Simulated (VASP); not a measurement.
Wanted: the native input for a VASP 6.6.1 run.

```
Task                   : single point
Functional             : LDA
Potentials or basis    : VASP PAW LDA potentials, release 64 (Sn_d)
Cutoff                 : 520 eV
k mesh                 : 14 × 14 × 14
Occupations            : fermi-dirac, width 0.08 eV
Spin                   : no spin polarisation
Dipole correction      : no
Further INCAR settings : ALGO = Normal; EDIFF = 1e-06; NBANDS = 13
```

The structure of Sn lies in POSCAR:

```
Sn
1.0
   -1.6054381556      1.6054381556      1.6054381556
    1.6054381556     -1.6054381556      1.6054381556
    1.6054381556      1.6054381556     -1.6054381556
Sn
1
Direct
    0.0000000000      0.0000000000      0.0000000000
```

This cell differs from its parent crystal: volume scaled by 0.65.

These files were run (other wordings do the same):

INCAR

```
  ALGO = Normal
  EDIFF = 1E-6
  ENCUT = 520
  ISIF = 2
  ISMEAR = -1
  LASPH = True
  LCHARG = False
  LREAL = False
  LWAVE = False
  NBANDS = 13
  NELM = 100
  PREC = Accurate
  SIGMA = 0.08
```

KPOINTS

```
k-points
0
Gamma
  14 14 14
```

Potentials or basis: VASP PAW LDA potentials, release 64 (Sn_d).

Run with:

```console
$ cat potpaw_LDA.64/Sn_d/POTCAR > POTCAR
$ mpirun -np 1 vasp_std > vasp.out
```

It gave:

```yaml
Pressure: 73.4 GPa
Band_gap_on_the_k_mesh: zero (band 7 reaches 28.24 eV, above the bottom of band 8 at 11.29 eV)
```

Caveat: spin-orbit coupling is left out, which moves the levels of the heavy elements.

Run time: 13 s on 1 thread of AMD EPYC 9R45 96-Core Processor (Zen 5), on a shared host, peak memory 0.11 GiB.
